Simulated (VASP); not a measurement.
Set up this calculation in VASP 6.6.1, as the native input.

| Quantity | Value |
| --- | --- |
| Task | single point |
| Functional | PBE |
| Potentials or basis | VASP PAW PBE potentials, release 64 (Al, In_d, Sb, As) |
| Cutoff | 520 eV |
| k mesh | 8 × 8 × 8 |
| Occupations | gaussian, width 0.1 eV |
| Spin | no spin polarisation |
| Dipole correction | no |
| Further INCAR settings | ALGO = Normal; EDIFF = 1e-07; NBANDS = 31 |

The structure of AlIn2Sb2As lies in POSCAR:

```
AlIn2Sb2As
1.0
    5.6886296631      0.0000000000      0.0000000000
    0.0000000000      5.6886296631      0.0000000000
    0.0000000000      0.0000000000      5.5546903287
Al In Sb As
1 2 2 1
Direct
    0.5000000000      0.5000000000      0.0000000000
    0.0000000000      0.5000000000      0.0000000000
    0.5000000000      0.0000000000      0.0000000000
    0.0000000000      0.0000000000      0.2588143311
    0.0000000000      0.0000000000      0.7411856689
    0.5000000000      0.5000000000      0.5000000000
```

The cell was built from a structure type or drawn by symmetry, and may not be a known phase.

One way to write it, as run:

INCAR

```
PREC     = Accurate       # precision mode
ENCUT    = 520            # plane-wave cutoff, eV
EDIFF    = 1E-7           # SCF threshold, eV
ISMEAR   = 0              # smearing method
SIGMA    = 0.1            # smearing width, eV
LREAL    = False          # projectors in reciprocal space
LASPH    = True           # aspherical terms in the spheres
NELM     = 100            # most SCF steps
ALGO     = Normal         # electronic algorithm
ISIF     = 2              # what is computed and relaxed
LWAVE    = False          # write WAVECAR
LCHARG   = True           # write CHGCAR
GGA      = PE             # functional
LELF     = True           # ELF
LVHAR    = True         
NBANDS   = 31             # bands
```

KPOINTS

```
regular mesh
0
Gamma
  8 8 8
```

Potentials or basis: VASP PAW PBE potentials, release 64 (Al, In_d, Sb, As).

Command:

```bash
$ cat potpaw_PBE.64/Al/POTCAR potpaw_PBE.64/In_d/POTCAR potpaw_PBE.64/Sb/POTCAR potpaw_PBE.64/As/POTCAR > POTCAR
$ mpirun -np 1 vasp_std > vasp.out
```

Results of the run:

- Pressure: 0.0 GPa
- Largest force: 0.021 eV/Å
- Band gap on the k mesh: zero (bands 22 and 23 overlap by 1.42 eV)

Caveat: spin-orbit coupling is left out, which moves the levels of the heavy elements.

It took 3.1 min on 1 thread of Intel(R) Xeon(R) 6975P-C (Granite Rapids), with other jobs on the host, peak memory 0.56 GiB.
